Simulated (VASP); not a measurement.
A run of VASP 6.6.1 is set up as follows.

File INCAR:

```
PREC = Accurate
ENCUT = 520
EDIFF = 1E-7
ISMEAR = 0
SIGMA = 0.05
LREAL = False
LASPH = True
NELM = 80
ALGO = Normal
ISIF = 2
LWAVE = False
LCHARG = False
LDIPOL = True
IDIPOL = 3
DIPOL = 0.5 0.5 0.499
GGA = PE
IVDW = 12
NBANDS = 31
```

The input KPOINTS:

```
Automatic mesh
0
Gamma
  10 8 1
```

Contents of POSCAR:

```
C
1.0
    2.5152111456      0.0000000000      0.0000000000
    0.0000000000      3.5570457144      0.0000000000
    0.0000000000      0.0000000000     19.0304222913
C
10
Direct
    0.5000000000      0.0000000000      0.3678320897
    0.0000000000      0.2500000000      0.3678320897
    0.0000000000      0.5000000000      0.4339160449
    0.5000000000      0.7500000000      0.4339160449
    0.5000000000      0.0023818432      0.4998266236
    0.0000000000      0.2476181568      0.4998266236
    0.0000000000      0.5094747646      0.5677444007
    0.5000000000      0.7405252354      0.5677444007
    0.5000000000      0.0286707501      0.6240083075
    0.0000000000      0.2213292499      0.6240083075
```

Potentials or basis: VASP PAW PBE potentials, release 64 (C).

Command:

```console
$ cat potpaw_PBE.64/C/POTCAR > POTCAR
$ mpirun -np 1 vasp_std > vasp.out
```

Question: What does it give for the dispersion energy per atom?

Answer: -0.150 eV.

Question: Estimate the band gap on the k mesh.

Answer: Zero (band 20 reaches -0.41 eV, above the bottom of band 21 at -0.57 eV).

Question: Estimate the largest force.

Answer: 4.363 eV/Å.

Forces in eV/Å, atoms in the order of the input:
```
C    0.000  4.260  0.944
C    0.000 -4.260  0.944
C    0.000  1.063 -0.974
C    0.000 -1.063 -0.974
C    0.000 -0.009  0.010
C    0.000  0.009  0.010
C    0.000  0.002 -0.014
C    0.000 -0.002 -0.014
C    0.000 -0.012  0.034
C    0.000  0.012  0.034
```
